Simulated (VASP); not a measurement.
KI: single point with r2SCAN

KI:

```xyz
2
Lattice="0.0000 3.5246 3.5246 3.5246 0.0000 3.5246 3.5246 3.5246 0.0000" Properties=species:S:1:pos:R:3 pbc="T T T"
K     0.0000    0.0000    0.0000
I     3.5245    3.5245    3.4745
```

This cell differs from its parent crystal: all I atoms moved +0.050 Å, as atom 2 towards its neighbour atom 1 (K) at 3.525 Å.

```
Program             : VASP 6.6.1
Task                : single point
Functional          : r2SCAN
Potentials or basis : VASP PAW PBE potentials, release 64 (K_sv, I)
Cutoff              : 520 eV
k mesh              : 6 × 6 × 6
Occupations         : gaussian, width 0.05 eV
Spin                : no spin polarisation
```

```json
{
 "Pressure": "0.2 GPa",
 "Largest force": "0.062 eV/Å",
 "Band gap on the k mesh": "4.63 eV"
}
```

Forces on the atoms (eV/Å):
```
K    0.000  0.000 -0.062
I    0.000  0.000  0.062
```

Levels at points of the mesh, in eV from the valence-band top:
| k point | band 4 | band 5 | band 6 | band 7 | band 8 | band 9 | band 10 | band 11 | band 12 | band 13 |
| --- | --- | --- | --- | --- | --- | --- | --- | --- | --- | --- |
| (0.00, 0.00, 0.00) | -12.36 | -10.82 | 0.00 | 0.00 | 0.00 | 4.63 | 7.05 | 7.05 | 7.05 | 7.90 |
| (0.50, 0.00, 0.00) | -12.36 | -10.52 | -1.33 | -0.34 | -0.34 | 6.03 | 8.35 | 8.78 | 8.78 | 9.44 |
| (0.50, 0.50, 0.00) | -12.38 | -10.66 | -1.03 | -0.38 | -0.38 | 5.36 | 6.51 | 8.84 | 9.38 | 9.68 |
| (0.00, 0.50, 0.50) | -12.38 | -10.66 | -1.03 | -0.38 | -0.38 | 5.36 | 6.51 | 8.84 | 9.49 | 9.57 |

Wall time 4.9 min on 1 thread of Intel Xeon 8259CL (shared host), peak memory 0.27 GiB.

Caveat: the cell differs from its parent crystal (all I atoms moved +0.050 Å, as atom 2 towards its neighbour atom 1 (K) at 3.525 Å); the PAW data sets were made with another functional, which shifts forces and pressure a little; spin-orbit coupling is left out, which moves the levels of the heavy elements.
